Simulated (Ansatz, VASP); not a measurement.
**As5S in VASP and in Ansatz**

The input INCAR:

```
PREC = Accurate
ENCUT = 520
EDIFF = 1E-7
ISMEAR = 0
SIGMA = 0.1
LREAL = F
LASPH = T
NELM = 100
ALGO = Normal
ISIF = 2
LWAVE = F
LCHARG = F
GGA = PE
NBANDS = 24
```

Contents of KPOINTS:

```
Automatic mesh
0
Gamma
  6 6 1
```

POSCAR

```
As5S
1.0
    3.5934648200      0.0000000000      0.0000000000
   -1.7967324100      3.1120318200      0.0000000000
    0.0000000000      0.0000000000     17.0444010300
As S
5 1
Direct
    0.6666666700      0.3333333300      0.8533704300
    0.0000000000      0.0000000000      0.6760535800
    0.6666666700      0.3333333300      0.5000000000
    0.0000000000      0.0000000000      0.3239464200
    0.6666666700      0.3333333300      0.1466295700
    0.0000000000      0.0000000000      0.0000000000
```

Input for Ansatz:

```yaml
crystal:
  lattice:
    - [3.59346482, 0.0, 0.0]
    - [-1.79673241, 3.11203182, 0.0]
    - [0.0, 0.0, 17.04440103]
  atoms:
    - { symbol: As, position: [0.66666667, 0.33333333, 0.85337043] }
    - { symbol: As, position: [0.0, 0.0, 0.67605358] }
    - { symbol: As, position: [0.66666667, 0.33333333, 0.5] }
    - { symbol: As, position: [0.0, 0.0, 0.32394642] }
    - { symbol: As, position: [0.66666667, 0.33333333, 0.14662957] }
    - { symbol: S, position: [0.0, 0.0, 0.0] }
basis:
  ecutwfc: 420
kpoints:
  mp_grid: { grid: [6, 6, 1] }
hamiltonian:
  xc: pbe
scf:
  occupations: { method: gaussian, width: 0.1 }
  lower_state_search: "off"
output:
  forces: true
  stress: true
  eigenvalues: true
```

Change from the starting cell: species swapped into the Ca5Mg type (P-6m2, No. 187).

Alike in both runs: task single point; functional PBE; k mesh 6 × 6 × 1; occupations gaussian, width 0.1 eV; no spin polarisation.

|  | VASP | Ansatz |
| --- | --- | --- |
| version | VASP 6.6.1 | Ansatz 0.2.0 |
| potentials or method | VASP PAW PBE potentials, release 64 (As, S), cutoff 520 eV | scalar-relativistic, plane waves, PAW |
| valence electrons in the cell | 31 | 81 |

```csv
,VASP,Ansatz,Ansatz less VASP
gap on the k mesh at the Fermi level (eV),none,none,-
pressure (GPa),-13.2,-13.2,+0.01
"traceless stress, the component that is largest in VASP (GPa)",-0.24,-0.24,+0.002
rms of the force components (eV/Å),0.252,0.252,-0.0001
```

Atom by atom the forces differ by 0.000 eV/Å (rms over components). A gap of «none» marks a metal or a gap that the smearing closes. VASP's potentials hold 31 valence electrons a cell and Ansatz's 81, so a difference there can come from the potentials and not from the codes.

The k mesh is coarse, so the values compare programs but aren't converged.
